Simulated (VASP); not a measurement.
# CaC2 (R-3m) in VASP: notebook

Runs on CaC2. Level: LDA. Tasks: single point.

Everything below comes from runs of VASP 6.6.1. Logs are shortened: lines on timing, memory, paths and dates and some standing lists are left out, and cuts for length are marked.

### 1 The cell of the first run

Symmetry: R-3m, No. 166, trigonal system. Conventional cell: a = 4.189 Å, b = 4.189 Å, c = 10.222 Å, α = 90.00°, β = 90.00°, γ = 120.00°. Within 3.5 Å of Ca (site symmetry -3m) lie 12 C at 2.68 to 3.30 Å. Within 1.5 Å of C (site symmetry 3m) lie 1 C at 1.08 Å.

### 2 Single point, LDA

Contents of INCAR:

```
SYSTEM = CaC2
PREC = Accurate
ENCUT = 520
EDIFF = 1E-6
ISMEAR = 0
SIGMA = 0.05
LREAL = .FALSE.
LASPH = .TRUE.
NELM = 60
ALGO = Normal
ISIF = 2
LWAVE = .FALSE.
LCHARG = .FALSE.
NBANDS = 16
```

Contents of KPOINTS:

```
Automatic mesh
0
G
  9 9 9
  0 0 0
```

Contents of POSCAR:

```
CaC2
1.0
    2.0945392343      1.2092827907      3.4073459916
   -2.0945392343      1.2092827907      3.4073459916
    0.0000000000     -2.4185655815      3.4073459916
Ca C
1 2
Direct
    0.0000000000      0.0000000000      0.0000000000
    0.5529150000      0.5529150000      0.5529150000
    0.4470850000      0.4470850000      0.4470850000
```

Potentials or basis: VASP PAW LDA potentials, release 64 (Ca_sv, C).

The run is started by

```
> cat potpaw_LDA.64/Ca_sv/POTCAR potpaw_LDA.64/C/POTCAR > POTCAR
> mpirun -np 1 vasp_std > vasp.out
```

OUTCAR:

```text
SYSTEM = CaC2
   PREC = Accurate
   ENCUT = 520
   EDIFF = 1E-6
   ISMEAR = 0
   LREAL = .FALSE.
   LASPH = .TRUE.
   NELM = 60
   ISIF = 2

 ion  position               nearest neighbor table
   1  0.000  0.000  0.000-
   2  0.553  0.553  0.553-   3 1.08
   3  0.447  0.447  0.447-   2 1.08

  LATTYP: Found a trigonal (rhomboedric) cell.
 ALAT       =     4.1784526057
 COS(alpha) =     0.4974537527

  Lattice vectors:

 A1 = (   2.0945392343,   1.2092827907,   3.4073459916)
 A2 = (  -2.0945392343,   1.2092827907,   3.4073459916)
 A3 = (   0.0000000000,  -2.4185655815,   3.4073459916)

Analysis of symmetry for initial positions (statically):
=====================================================================
 Subroutine PRICEL returns:
 Original cell was already a primitive cell.

 Routine SETGRP: Setting up the symmetry group for a
 trigonal (rhombohedral) supercell.

 Subroutine GETGRP returns: Found 12 space group operations
 (whereof 12 operations were pure point group operations)
 out of a pool of 12 trial point group operations.

The static configuration has the point symmetry D_3d.

Analysis of symmetry for dynamics (positions and initial velocities):
=====================================================================
 Subroutine PRICEL returns:
 Original cell was already a primitive cell.

 Routine SETGRP: Setting up the symmetry group for a
 trigonal (rhombohedral) supercell.

 Subroutine GETGRP returns: Found 12 space group operations
 (whereof 12 operations were pure point group operations)
 out of a pool of 12 trial point group operations.

The dynamic configuration has the point symmetry D_3d.

 Subroutine INISYM returns: Found 12 space group operations
 (whereof 12 operations are pure point group operations),
 and found     1 'primitive' translations

----------------------------------------------------------------------------------------

                                     Primitive cell

  volume of cell :      51.7826

  direct lattice vectors                    reciprocal lattice vectors
     2.094539234  1.209282791  3.407345992     0.238715987  0.137822739  0.097827850
    -2.094539234  1.209282791  3.407345992    -0.238715987  0.137822739  0.097827850
     0.000000000 -2.418565581  3.407345992     0.000000000 -0.275645478  0.097827850

  length of vectors
     4.178452606  4.178452606  4.178452606     0.292490543  0.292490543  0.292490543

  position of ions in fractional coordinates (direct lattice)
     0.000000000  0.000000000  0.000000000
     0.552915000  0.552915000  0.552915000
     0.447085000  0.447085000  0.447085000

  ion indices of the primitive-cell ions
   primitive index   ion index
                 1           1
                 2           2
                 3           3

----------------------------------------------------------------------------------------

 KPOINTS: Automatic mesh

Automatic generation of k-mesh.
 Grid dimensions read from file:
 generate k-points for:    9    9    9

 Generating k-lattice:

  Cartesian coordinates                     Fractional coordinates (reciprocal lattice)
     0.026523999  0.015313638  0.010869761     0.111111111  0.000000000  0.000000000
    -0.026523999  0.015313638  0.010869761     0.000000000  0.111111111  0.000000000
     0.000000000 -0.030627275  0.010869761    -0.000000000 -0.000000000  0.111111111

  Length of vectors
     0.032498949  0.032498949  0.032498949

  Shift w.r.t. Gamma in fractional coordinates (k-lattice)
     0.000000000  0.000000000  0.000000000

 Subroutine IBZKPT returns following result:
 ===========================================

 Found     85 irreducible k-points:

 Following reciprocal coordinates:
            Coordinates               Weight
  0.000000  0.000000  0.000000      1.000000
  0.111111 -0.000000  0.000000      6.000000
  0.222222 -0.000000  0.000000      6.000000
  0.333333  0.000000  0.000000      6.000000
  0.444444 -0.000000  0.000000      6.000000
  0.111111  0.111111  0.000000      6.000000
[... 16 lines left out ...]
 -0.333333  0.333333  0.000000      6.000000
  0.444444  0.444444  0.000000      6.000000
 [... further k-points ...]
   k-points           NKPTS =     85   k-points in BZ     NKDIM =     85   number of bands    NBANDS=     16
   number of dos      NEDOS =    301   number of ions     NIONS =      3
   total plane-waves  NPLWV =  32768
   dimension x,y,z NGX =    32 NGY =   32 NGZ =   32
   dimension x,y,z NGXF=    64 NGYF=   64 NGZF=   64
   ions per type =               1   2
   NGX,Y,Z   is equivalent  to a cutoff of  12.73, 12.73, 12.73 a.u.
   NGXF,Y,Z  is equivalent  to a cutoff of  25.46, 25.46, 25.46 a.u.
 SYSTEM =  CaC2
   PREC   = accura    normal or accurate (medium, high low for compatibility)
   ISTART =      0    job   : 0-new  1-cont  2-samecut
   ICHARG =      2    charge: 1-file 2-atom 10-const
   ISPIN  =      1    spin polarized calculation?
   LNONCOLLINEAR =      F non collinear calculations
   LSORBIT =      F    spin-orbit coupling
   LASPH  =      T    aspherical Exc in radial PAW
   ENCUT  =  520.0 eV  38.22 Ry    6.18 a.u.   7.77  7.77  7.77*2*pi/ulx,y,z
   NELM   =     60;   NELMIN=  2; NELMDL= -5     # of ELM steps
   EDIFF  = 0.1E-05   stopping-criterion for ELM
   LREAL  =      F    real-space projection
   EDIFFG = 0.1E-04   stopping-criterion for IOM
   NSW    =      0    number of steps for IOM
   IBRION =     -1    ionic relax: 0-MD 1-quasi-New 2-CG
   NFREE  =      0    steps in history (QN), initial steepest desc. (CG)
   ISIF   =      2    stress and relaxation
   ISYM   =      2    0-nonsym 1-usesym 2-fastsym
   POTIM  = 0.5000    time-step for ionic-motion
   TEBEG  =    0.0;   TEEND  =   0.0 temperature during run
   PSTRESS=    0.0 pullay stress
   NELECT =      18.0000    total number of electrons
   NUPDOWN=      -1.0000    fix difference up-down
   EMIN   =  10.00;   EMAX   =-10.00  energy-range for DOS
   EFERMI =   0.00;   METHOD = LEGACY
   ISMEAR =     0;   SIGMA  =   0.05  broadening in eV -4-tet -1-fermi 0-gaus
   EFERMI_NEDOS =   21; number of points for ismear=-14 and -15
   IALGO  =     38    algorithm
   IMIX   =      4    mixing-type and parameters
     AMIX     =   0.40;   BMIX     =  1.00
     AMIX_MAG =   1.60;   BMIX_MAG =  1.00
  volume/ion in A,a.u.               =      17.26       116.48
  Fermi-wavevector in a.u.,A,eV,Ry     =   1.151077  2.175220 18.027424  1.324978
  Thomas-Fermi vector in A             =   2.287737
   LORBIT       =      0    0 simple, 1 ext, 2 COOP (PROOUT), +10 PAW based schemes
   GGA     = CA    functional components
   LHFCALC =     F    Hartree Fock is set to
   AEXX    =    0.0000 exact exchange contribution
   IVDW    =     0    specifies the selected vdW correction
   LEPSILON=     F    determine dielectric tensor
   LRPA    =     F    only Hartree local field effects (RPA)
 non-spin polarized calculation
 Gauss-broadening in eV      SIGMA  =   0.05
  energy-cutoff  :      520.00
  volume of cell :       51.78
 maximum number of plane-waves:      1411
   NGX = 15   NGY = 15   NGZ = 15

 number of electron      17.9999999 magnetization

 Free energy of the ion-electron system (eV)
  ---------------------------------------------------
  ext. energy  EPLUGINS =         0.00000000
  ---------------------------------------------------
  free energy    TOTEN  =       -20.01351655 eV

  energy without entropy =      -20.01351655  energy(sigma->0) =      -20.01351655

 E-fermi :   1.6347     XC(G=0):  -9.3267

 val. band max:        1.4021858370   @ k =   0.4444   0.4444   0.4444
 cond. band min:       3.9062027076   @ k =   0.4444   0.4444   0.0000
 fundamental gap:      2.5040168706
 Fermi energy:         1.6347233673

 k-point     1 :       0.0000    0.0000    0.0000
  band No.  band energies     occupation
      1     -38.1765      2.00000
      2     -19.5501      2.00000
      3     -19.3779      2.00000
      4     -19.3779      2.00000
      5     -12.3063      2.00000
      6      -1.8106      2.00000
[... 8 lines left out ...]
     15       9.5468      0.00000
     16      11.3192      0.00000

 k-point     2 :       0.1111   -0.0000    0.0000
  band No.  band energies     occupation
      1     -38.1758      2.00000
      2     -19.5523      2.00000
      3     -19.3898      2.00000
      4     -19.3791      2.00000
      5     -12.2758      2.00000
      6      -1.9717      2.00000
[... 8 lines left out ...]
     15       9.4662      0.00000
     16      11.1643      0.00000

 k-point     3 :       0.2222   -0.0000    0.0000
  band No.  band energies     occupation
      1     -38.1738      2.00000
      2     -19.5586      2.00000
      3     -19.4186      2.00000
      4     -19.3820      2.00000
      5     -12.1983      2.00000
      6      -2.3004      2.00000
[... 8 lines left out ...]
     15       9.2508      0.00000
     16      10.1731      0.00000

 k-point     4 :       0.3333    0.0000    0.0000
  band No.  band energies     occupation
      1     -38.1715      2.00000
      2     -19.5677      2.00000
      3     -19.4490      2.00000
      4     -19.3853      2.00000
      5     -12.1099      2.00000
      6      -2.6158      2.00000
[... 8 lines left out ...]
     15       8.9606      0.00000
     16       9.0013      0.00000
[... 324 lines left out ...]
 k-point    22 :      -0.4444    0.3333    0.0000
  band No.  band energies     occupation
      1     -38.1681      2.00000
      2     -19.5887      2.00000
      3     -19.4406      2.00000
      4     -19.4247      2.00000
      5     -12.0823      2.00000
      6      -2.2987      2.00000
[... 8 lines left out ...]
     15       8.3397      0.00000
     16       9.2711      0.00000

 k-point    23 :      -0.3333    0.3333    0.0000
  band No.  band energies     occupation
      1     -38.1683      2.00000
      2     -19.5809      2.00000
      3     -19.4484      2.00000
      4     -19.4245      2.00000
      5     -12.0660      2.00000
      6      -2.1800      2.00000
[... 8 lines left out ...]
     15       8.3819      0.00000
     16       9.4358      0.00000

 k-point    24 :       0.4444    0.4444    0.0000
  band No.  band energies     occupation
      1     -38.1680      2.00000
      2     -19.5961      2.00000
      3     -19.4439      2.00000
      4     -19.4097      2.00000
      5     -12.1124      2.00000
      6      -2.3991      2.00000
[... 8 lines left out ...]
     15       8.3924      0.00000
     16       8.9587      0.00000

 [... further k-points ...]
[... 5 lines left out ...]
  --------------------------------------------------------------------------------------
  -------------------------------------------------------------------------------------
  Total       -3.5130693     -3.5130693     25.3385402      0.0000000     -0.0000000     -0.0000000
  in kB     -108.6959686   -108.6959686    783.9860138      0.0000000     -0.0000000     -0.0000000
  external PRESSURE =     188.8646922 kB  Pullay stress =       0.0000000 kB

 VOLUME and BASIS-vectors are now :
 -----------------------------------------------------------------------------
  energy-cutoff  :      520.00
  volume of cell :       51.78
      direct lattice vectors                 reciprocal lattice vectors
     2.094539234  1.209282791  3.407345992     0.238715987  0.137822739  0.097827850
    -2.094539234  1.209282791  3.407345992    -0.238715987  0.137822739  0.097827850
     0.000000000 -2.418565581  3.407345992     0.000000000 -0.275645478  0.097827850

 POSITION                                       TOTAL-FORCE (eV/Angst)
 -----------------------------------------------------------------------------------
      0.00000      0.00000      0.00000         0.000000      0.000000      0.000000
      0.00000     -0.00000      5.65192         0.000000     -0.000000     23.216453
      0.00000     -0.00000      4.57012         0.000000      0.000000    -23.216453
 -----------------------------------------------------------------------------------
    total drift:                                0.000000     -0.000000     -0.000000

  FREE ENERGIE OF THE ION-ELECTRON SYSTEM (eV)
  ---------------------------------------------------
  free  energy   TOTEN  =       -20.0135165503 eV

  energy  without entropy=      -20.0135165503  energy(sigma->0) =      -20.01351655
```

It took 82 s on 1 thread of Intel Xeon 8259CL, shared host; peak memory 0.2 GiB.

What came out:

- Free energy: -20.0135 eV
- Pressure: 18.9 GPa
- Largest force: 23.216 eV/Å
- Band gap on the k mesh: 2.50 eV (least direct gap 3.76 eV)

Forces in eV/Å, atoms in the order of the input:
```
Ca    0.000   0.000   0.000
C     0.000   0.000  23.216
C     0.000   0.000 -23.216
```

Levels at points of the mesh, in eV from the valence-band top:
```
           k point  band 5  band 6  band 7  band 8  band 9  band 10  band 11  band 12  band 13  band 14
(0.00, 0.00, 0.00)  -13.71   -3.21   -2.34   -2.34   -1.77     2.88     2.88     3.26     4.12     4.12
```

Caveat: the cell stands under pressure; an odd mesh through Γ misses points on the zone boundary, where band edges can lie; forces of over 1 eV/Å act on the atoms, so gaps and moduli don't describe the material at rest.

(Part 1 of 2 ends here.)
